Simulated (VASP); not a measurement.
# BaS in VASP: notebook

Runs on BaS. Level: PBE. Tasks: electric field gradients.

Program: VASP 6.6.1. These are calculated values, not measurements. Logs are shortened: lines on timing, memory, paths and dates and some standing lists are left out, and cuts for length are marked.

## (1) The cell of the first run

It takes space group I4/mmm (No. 139, tetragonal). Conventional cell: a = 4.517 Å, b = 4.517 Å, c = 6.515 Å, α = 90.00°, β = 90.00°, γ = 90.00°. Within 4.2 Å of Ba (site symmetry 4/mmm) lie 6 S at 3.19 to 3.26 Å. Within 4.2 Å of S (site symmetry 4/mmm) lie 6 Ba at 3.19 to 3.26 Å.

## (2) Electric field gradients, PBE (zz strain of +2 %)

INCAR

```
  ALGO = Normal
  EDIFF = 1E-8
  ENCUT = 520
  GGA = PE
  ISIF = 2
  ISMEAR = -1
  LASPH = True
  LCHARG = False
  LEFG = True
  LREAL = False
  LWAVE = False
  NBANDS = 15
  NELM = 60
  PREC = Accurate
  SIGMA = 0.02
```

KPOINTS

```
k-points
0
Gamma
  8 8 8
```

POSCAR

```
BaS
1.0
    0.0000000000      3.1937500000      3.2576250000
    3.1937500000      0.0000000000      3.2576250000
    3.1937500000      3.1937500000      0.0000000000
Ba S
1 1
Direct
    0.0000000000      0.0000000000      0.0000000000
    0.5000000000      0.5000000000      0.5000000000
```

Potentials or basis: VASP PAW PBE potentials, release 64 (Ba_sv, S).

Command:

```sh
$ cat potpaw_PBE.64/Ba_sv/POTCAR potpaw_PBE.64/S/POTCAR > POTCAR
$ mpirun -np 1 vasp_std > vasp.out
```

OUTCAR:

```text
EDIFF = 1E-8
   ENCUT = 520
   GGA = PE
   ISIF = 2
   ISMEAR = -1
   LASPH = True
   LREAL = False
   NELM = 60
   PREC = Accurate

 ion  position               nearest neighbor table
   1  0.000  0.000  0.000-   2 3.19   2 3.19   2 3.19   2 3.19   2 3.26   2 3.26
   2  0.500  0.500  0.500-   1 3.19   1 3.19   1 3.19   1 3.19   1 3.26   1 3.26

  LATTYP: Found a body centered tetragonal cell.
 ALAT       =     4.5166445648
 C/A-ratio  =     1.4424978336

  Lattice vectors:

 A1 = (  -3.1937500000,   0.0000000000,   3.2576250000)
 A2 = (   3.1937500000,   0.0000000000,   3.2576250000)
 A3 = (   0.0000000000,   3.1937500000,  -3.2576250000)

Analysis of symmetry for initial positions (statically):
=====================================================================
 Subroutine PRICEL returns:
 Original cell was already a primitive cell.

 Routine SETGRP: Setting up the symmetry group for a
 body centered tetragonal supercell.

 Subroutine GETGRP returns: Found 16 space group operations
 (whereof 16 operations were pure point group operations)
 out of a pool of 16 trial point group operations.

The static configuration has the point symmetry D_4h.

Analysis of symmetry for dynamics (positions and initial velocities):
=====================================================================
 Subroutine PRICEL returns:
 Original cell was already a primitive cell.

 Routine SETGRP: Setting up the symmetry group for a
 body centered tetragonal supercell.

 Subroutine GETGRP returns: Found 16 space group operations
 (whereof 16 operations were pure point group operations)
 out of a pool of 16 trial point group operations.

The dynamic configuration has the point symmetry D_4h.

 Subroutine INISYM returns: Found 16 space group operations
 (whereof 16 operations are pure point group operations),
 and found     1 'primitive' translations

----------------------------------------------------------------------------------------

                                     Primitive cell

  volume of cell :      66.4558

  direct lattice vectors                    reciprocal lattice vectors
     0.000000000  3.193750000  3.257625000    -0.156555773  0.156555773  0.153486052
     3.193750000  0.000000000  3.257625000     0.156555773 -0.156555773  0.153486052
     3.193750000  3.193750000  0.000000000     0.156555773  0.156555773 -0.153486052

  length of vectors
     4.562034601  4.562034601  4.516644565     0.269401908  0.269401908  0.269401908

  position of ions in fractional coordinates (direct lattice)
     0.000000000  0.000000000  0.000000000
     0.500000000  0.500000000  0.500000000

  ion indices of the primitive-cell ions
   primitive index   ion index
                 1           1
                 2           2

----------------------------------------------------------------------------------------

 KPOINTS: k-points

Automatic generation of k-mesh.
 Grid dimensions read from file:
 generate k-points for:    8    8    8

 Generating k-lattice:

  Cartesian coordinates                     Fractional coordinates (reciprocal lattice)
    -0.019569472  0.019569472  0.019185756     0.125000000 -0.000000000  0.000000000
     0.019569472 -0.019569472  0.019185756    -0.000000000  0.125000000  0.000000000
     0.019569472  0.019569472 -0.019185756     0.000000000  0.000000000  0.125000000

  Length of vectors
     0.033675239  0.033675239  0.033675239

  Shift w.r.t. Gamma in fractional coordinates (k-lattice)
     0.000000000  0.000000000  0.000000000

 Subroutine IBZKPT returns following result:
 ===========================================

 Found     59 irreducible k-points:

 Following reciprocal coordinates:
[... 33 lines left out ...]
   NGXF,Y,Z  is equivalent  to a cutoff of  26.24, 26.24, 26.50 a.u.
 SYSTEM =  unknown system
   PREC   = accura    normal or accurate (medium, high low for compatibility)
   ISTART =      0    job   : 0-new  1-cont  2-samecut
   ICHARG =      2    charge: 1-file 2-atom 10-const
   ISPIN  =      1    spin polarized calculation?
   LNONCOLLINEAR =      F non collinear calculations
   LSORBIT =      F    spin-orbit coupling
   LASPH  =      T    aspherical Exc in radial PAW
   ENCUT  =  520.0 eV  38.22 Ry    6.18 a.u.   8.48  8.48  8.40*2*pi/ulx,y,z
   NELM   =     60;   NELMIN=  2; NELMDL= -5     # of ELM steps
   EDIFF  = 0.1E-07   stopping-criterion for ELM
   LREAL  =      F    real-space projection
   EDIFFG = 0.1E-06   stopping-criterion for IOM
   NSW    =      0    number of steps for IOM
   IBRION =     -1    ionic relax: 0-MD 1-quasi-New 2-CG
   NFREE  =      0    steps in history (QN), initial steepest desc. (CG)
   ISIF   =      2    stress and relaxation
   ISYM   =      2    0-nonsym 1-usesym 2-fastsym
   POTIM  = 0.5000    time-step for ionic-motion
   TEBEG  =    0.0;   TEEND  =   0.0 temperature during run
   PSTRESS=    0.0 pullay stress
   NELECT =      16.0000    total number of electrons
   NUPDOWN=      -1.0000    fix difference up-down
   EMIN   =  10.00;   EMAX   =-10.00  energy-range for DOS
   EFERMI =   0.00;   METHOD = LEGACY
   ISMEAR =    -1;   SIGMA  =   0.02  broadening in eV -4-tet -1-fermi 0-gaus
   EFERMI_NEDOS =   21; number of points for ismear=-14 and -15
   IALGO  =     38    algorithm
   IMIX   =      4    mixing-type and parameters
     AMIX     =   0.40;   BMIX     =  1.00
     AMIX_MAG =   1.60;   BMIX_MAG =  1.00
  volume/ion in A,a.u.               =      33.23       224.23
  Fermi-wavevector in a.u.,A,eV,Ry     =   1.018444  1.924580 14.112348  1.037228
  Thomas-Fermi vector in A             =   2.151902
   LORBIT       =      0    0 simple, 1 ext, 2 COOP (PROOUT), +10 PAW based schemes
   GGA     = PE    functional components
   LHFCALC =     F    Hartree Fock is set to
   AEXX    =    0.0000 exact exchange contribution
   IVDW    =     0    specifies the selected vdW correction
   LEPSILON=     F    determine dielectric tensor
   LRPA    =     F    only Hartree local field effects (RPA)
 non-spin polarized calculation
  energy-cutoff  :      520.00
  volume of cell :       66.46
 maximum number of plane-waves:      1824
 NGX is ok and might be reduce to    36
   NGX = 17   NGY = 17   NGZ = 17

 number of electron      16.0000002 magnetization

 Free energy of the ion-electron system (eV)
  ---------------------------------------------------
  ext. energy  EPLUGINS =         0.00000000
  ---------------------------------------------------
  free energy    TOTEN  =       -10.18861188 eV

  energy without entropy =      -10.18861188  energy(sigma->0) =      -10.18861188

 E-fermi :   1.8707     XC(G=0):  -8.5432

 val. band max:        1.3722413207   @ k =   0.0000   0.0000   0.0000
 cond. band min:       3.4884988905   @ k =   0.5000   0.0000   0.5000
 fundamental gap:      2.1162575697
 Fermi energy:         1.8707056218

 k-point     1 :       0.0000    0.0000    0.0000
  band No.  band energies     occupation
      1     -24.7842      2.00000
      2      -9.8441      2.00000
      3      -9.8417      2.00000
      4      -9.8417      2.00000
      5      -8.9788      2.00000
      6       1.3143      2.00000
      7       1.3722      2.00000
      8       1.3722      2.00000
      9       4.8392      0.00000
     10       5.1282      0.00000
     11       5.2640      0.00000
     12       5.2640      0.00000
     13       6.0868      0.00000
     14       6.1790      0.00000
[... 401 lines left out ...]
      2     -10.6799      2.00000
      3      -9.9106      2.00000
      4      -9.8965      2.00000
      5      -8.0899      2.00000
      6      -0.1408      2.00000
      7       0.5409      2.00000
      8       0.6899      2.00000
      9       5.1860      0.00000
     10       7.0088      0.00000
     11       7.0759      0.00000
     12       7.2797      0.00000
     13       7.9453      0.00000
     14       9.4271      0.00000
     15      11.4167      0.00000

 [... further k-points ...]

------------------------ aborting loop because EDIFF is reached ----------------------------------------

  FORCE on cell =-STRESS in cart. coord.  units (eV):
  Direction    XX          YY          ZZ          XY          YZ          ZX
  --------------------------------------------------------------------------------------
  -------------------------------------------------------------------------------------
  Total        0.4444799      0.4444799     -0.1826412      0.0000000      0.0000000     -0.0000000
  in kB       10.7159290     10.7159290     -4.4032804      0.0000000      0.0000000     -0.0000000
  external PRESSURE =       5.6761925 kB  Pullay stress =       0.0000000 kB

 VOLUME and BASIS-vectors are now :
 -----------------------------------------------------------------------------
  energy-cutoff  :      520.00
  volume of cell :       66.46
      direct lattice vectors                 reciprocal lattice vectors
     0.000000000  3.193750000  3.257625000    -0.156555773  0.156555773  0.153486052
     3.193750000  0.000000000  3.257625000     0.156555773 -0.156555773  0.153486052
     3.193750000  3.193750000  0.000000000     0.156555773  0.156555773 -0.153486052

 POSITION                                       TOTAL-FORCE (eV/Angst)
 -----------------------------------------------------------------------------------
      0.00000      0.00000      0.00000        -0.000000     -0.000000      0.000000
      3.19375      3.19375      3.25762         0.000000      0.000000     -0.000000
 -----------------------------------------------------------------------------------
    total drift:                                0.000000      0.000000      0.000000

  FREE ENERGIE OF THE ION-ELECTRON SYSTEM (eV)
  ---------------------------------------------------
  free  energy   TOTEN  =       -10.1886118765 eV

  energy  without entropy=      -10.1886118765  energy(sigma->0) =      -10.18861188

 Electric field gradients (V/A^2)
---------------------------------------------------------------------
 ion       V_xx      V_yy      V_zz      V_xy      V_xz      V_yz
---------------------------------------------------------------------
   1     -12.545   -12.545    25.090     0.000     0.000     0.000
   2      -3.399    -3.399     6.799     0.000     0.000     0.000
---------------------------------------------------------------------

 Electric field gradients after diagonalization (V/A^2)
 (convention: |V_zz| > |V_xx| > |V_yy|)
----------------------------------------------------------------------
 ion       V_xx      V_yy      V_zz     asymmetry (V_yy - V_xx)/ V_zz
----------------------------------------------------------------------
   1     -12.545   -12.545    25.090       0.000
   2      -3.400    -3.399     6.799       0.000
----------------------------------------------------------------------

           NMR quadrupolar parameters

 Cq : quadrupolar parameter    Cq=e*Q*V_zz/h
 eta: asymmetry parameters     (V_yy - V_xx)/ V_zz
 Q  : nuclear electric quadrupole moment in mb (millibarn)
----------------------------------------------------------------------
 ion       Cq(MHz)       eta       Q (mb)
----------------------------------------------------------------------
   1       0.061       0.000       1.000
   2       0.016       0.000       1.000
----------------------------------------------------------------------
```

Wall time 59 s (1 thread of Intel Xeon Platinum 8488C (Sapphire Rapids), shared host); peak memory 0.23 GiB.

What came out:

```yaml
Free_energy: -10.1886 eV
Pressure: 0.6 GPa
Band_gap_on_the_k_mesh: 2.12 eV, indirect (least direct gap 2.26 eV)
```

Levels at points of the mesh, in eV from the valence-band top:
| k point | band 4 | band 5 | band 6 | band 7 | band 8 | band 9 | band 10 | band 11 | band 12 | band 13 |
| --- | --- | --- | --- | --- | --- | --- | --- | --- | --- | --- |
| (0.00, 0.00, 0.00) | -11.21 | -10.35 | -0.06 | 0.00 | 0.00 | 3.47 | 3.76 | 3.89 | 3.89 | 4.71 |
| (0.50, 0.00, 0.00) | -11.24 | -9.19 | -1.91 | -1.08 | -1.06 | 5.45 | 5.61 | 6.19 | 6.24 | 8.61 |
| (0.50, 0.50, 0.00) | -11.38 | -10.26 | -0.63 | -0.14 | -0.14 | 2.13 | 5.84 | 5.88 | 7.38 | 7.38 |
| (0.50, 0.00, 0.50) | -11.39 | -10.26 | -0.53 | -0.21 | -0.15 | 2.12 | 5.78 | 5.99 | 7.27 | 7.45 |

Electric field gradients, principal values (V/Å²):
| atom | least | middle | greatest (by size) |
| --- | --- | --- | --- |
| 1 Ba | -12.545 | -12.545 | 25.090 |
| 2 S | -3.399 | -3.400 | 6.799 |

Caveat: the cell differs from its parent crystal (zz strain of +2 %); without QUAD_EFG the Cq values of the log hold for a quadrupole moment of 1 mb, not for the nuclei; spin-orbit coupling is left out, which moves the levels of the heavy elements. A k mesh can miss the band edges.

[end of part 1 of 2]
